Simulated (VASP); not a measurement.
# SnSe2 (P3m1) in VASP: a series of runs, part 2 of 2

VASP 6.6.1. Earlier steps stand in the parts before.

### Step 3. Single point, PBEsol (atom 2 (Se) moved by (+0.000, +0.300) A along [1 1 0] and z)

File INCAR:

```
ALGO = Normal
EDIFF = 1E-6
ENCUT = 520
GGA = PS
ISIF = 2
ISMEAR = 0
LASPH = T
LCHARG = F
LREAL = F
LWAVE = F
NBANDS = 20
NELM = 60
PREC = Accurate
SIGMA = 0.05
```

File KPOINTS:

```
k-points
0
Gamma
  6 6 4
```

File POSCAR:

```
SnSe2
1.0
    3.8109987816      0.0000000000      0.0000000000
   -1.9054993908      3.3004217586      0.0000000000
    0.0000000000      0.0000000000      6.1370000000
Sn Se
1 2
Direct
    0.0000000000      0.0000000000      0.0000000000
    0.3333333333      0.6666666667      0.2988838195
    0.6666666667      0.3333333333      0.7500000000
```

Potentials or basis: VASP PAW PBE potentials, release 64 (Sn_d, Se).

On the command line:

```sh
> cat potpaw_PBE.64/Sn_d/POTCAR potpaw_PBE.64/Se/POTCAR > POTCAR
> mpirun -np 1 vasp_std > vasp.out
```

OUTCAR:

```text
EDIFF = 1E-6
   ENCUT = 520
   GGA = PS
   ISIF = 2
   ISMEAR = 0
   LASPH = T
   LREAL = F
   NELM = 60
   PREC = Accurate

 ion  position               nearest neighbor table
   1  0.000  0.000  0.000-   3 2.68   3 2.68   3 2.68   2 2.86   2 2.86   2 2.86
   2  0.333  0.667  0.299-   1 2.86   1 2.86   1 2.86
   3  0.667  0.333  0.750-   1 2.68   1 2.68   1 2.68

  LATTYP: Found a hexagonal cell.
 ALAT       =     3.8109987816
 C/A-ratio  =     1.6103390087

  Lattice vectors:

 A1 = (   3.8109987816,   0.0000000000,   0.0000000000)
 A2 = (  -1.9054993908,   3.3004217586,   0.0000000000)
 A3 = (   0.0000000000,   0.0000000000,   6.1370000000)

Analysis of symmetry for initial positions (statically):
=====================================================================
 Subroutine PRICEL returns:
 Original cell was already a primitive cell.

 Routine SETGRP: Setting up the symmetry group for a
 hexagonal supercell.

 Subroutine GETGRP returns: Found  6 space group operations
 (whereof  6 operations were pure point group operations)
 out of a pool of 24 trial point group operations.
[... 160 lines left out ...]
  free energy    TOTEN  =       -12.74499534 eV

  energy without entropy =      -12.74422473  energy(sigma->0) =      -12.74461004

 E-fermi :   4.5217     XC(G=0):  -9.7569

 val. band max:        4.4980394304   @ k =   0.0000   0.0000   0.5000
 cond. band min:       4.5571356322   @ k =   0.5000   0.0000   0.5000
 fundamental gap:      0.0590962017
 Fermi energy:         4.5216515617

 k-point     1 :       0.0000    0.0000    0.0000
  band No.  band energies     occupation
      1     -17.0650      2.00000
      2     -17.0650      2.00000
      3     -17.0229      2.00000
      4     -17.0122      2.00000
      5     -17.0122      2.00000
      6      -9.7650      2.00000
[... 541 lines left out ...]
     19      12.9890      0.00000
     20      13.6858      0.00000

------------------------ aborting loop because EDIFF is reached ----------------------------------------

  FORCE on cell =-STRESS in cart. coord.  units (eV):
  Direction    XX          YY          ZZ          XY          YZ          ZX
  --------------------------------------------------------------------------------------
  -------------------------------------------------------------------------------------
  Total       -0.1950159     -0.1950159     -2.4440087      0.0000000      0.0000000      0.0000000
  in kB       -4.0477734     -4.0477734    -50.7281424      0.0000000      0.0000000      0.0000000
  external PRESSURE =     -19.6078964 kB  Pullay stress =       0.0000000 kB

 VOLUME and BASIS-vectors are now :
 -----------------------------------------------------------------------------
  energy-cutoff  :      520.00
  volume of cell :       77.19
      direct lattice vectors                 reciprocal lattice vectors
     3.810998782  0.000000000  0.000000000     0.262398405  0.151495789  0.000000000
    -1.905499391  3.300421759  0.000000000     0.000000000  0.302991579  0.000000000
     0.000000000  0.000000000  6.137000000     0.000000000  0.000000000  0.162946065

 POSITION                                       TOTAL-FORCE (eV/Angst)
 -----------------------------------------------------------------------------------
      0.00000      0.00000      0.00000        -0.000000      0.000000      1.896466
     -0.00000      2.20028      1.83425        -0.000000      0.000000     -1.615281
      1.90550      1.10014      4.60275         0.000000     -0.000000     -0.281186
 -----------------------------------------------------------------------------------
    total drift:                               -0.000000      0.000000      0.000121

  FREE ENERGIE OF THE ION-ELECTRON SYSTEM (eV)
  ---------------------------------------------------
  free  energy   TOTEN  =       -12.7449953437 eV

  energy  without entropy=      -12.7442247340  energy(sigma->0) =      -12.74461004
```

OSZICAR:

```text
N       E                     dE             d eps       ncg     rms          rms(c)
DAV:   1     0.209549566259E+03    0.20955E+03   -0.12129E+04   992   0.149E+03
DAV:   2     0.121123935210E+02   -0.19744E+03   -0.18997E+03  1000   0.389E+02
DAV:   3    -0.121474051192E+02   -0.24260E+02   -0.23793E+02  1200   0.116E+02
DAV:   4    -0.130087016394E+02   -0.86130E+00   -0.85948E+00  1108   0.226E+01
DAV:   5    -0.130285709816E+02   -0.19869E-01   -0.19868E-01  1348   0.378E+00    0.471E+00
DAV:   6    -0.127709884445E+02    0.25758E+00   -0.64571E-01  1340   0.762E+00    0.294E+00
DAV:   7    -0.127475955828E+02    0.23393E-01   -0.14032E-01  1104   0.229E+00    0.106E+00
DAV:   8    -0.127451141916E+02    0.24814E-02   -0.13412E-02  1120   0.839E-01    0.239E-01
DAV:   9    -0.127450143113E+02    0.99880E-04   -0.25252E-03  1164   0.297E-01    0.733E-02
DAV:  10    -0.127449837468E+02    0.30564E-04   -0.40123E-04  1208   0.138E-01    0.359E-02
DAV:  11    -0.127449948547E+02   -0.11108E-04   -0.46484E-05  1104   0.393E-02    0.127E-02
DAV:  12    -0.127449945699E+02    0.28489E-06   -0.10412E-05  1216   0.220E-02    0.348E-03
DAV:  13    -0.127449953437E+02   -0.77385E-06   -0.16434E-06   904   0.714E-03
   1 F= -.12744995E+02 E0= -.12744610E+02  d E =-.770610E-03
```

Wall time 39 s (1 thread of Intel Xeon Platinum 8259CL at 2.50GHz (Skylake/Cascade Lake), shared host); peak memory 0.2 GiB.

What came out:

```yaml
Free_energy: -12.7450 eV
Pressure: -2.0 GPa
Largest_force: 1.896 eV/Å
Band_gap_on_the_k_mesh: 0.06 eV, indirect (least direct gap 0.39 eV)
```

Forces on the atoms (eV/Å):
```
Sn   0.000  0.000  1.896
Se   0.000  0.000 -1.615
Se   0.000  0.000 -0.281
```

Caveat: the cell differs from its parent crystal (atom 2 (Se) moved by (+0.000, +0.300) A along [1 1 0] and z); the PAW data sets were made with another functional, which shifts forces and pressure a little; spin-orbit coupling is left out, which moves the levels of the heavy elements.
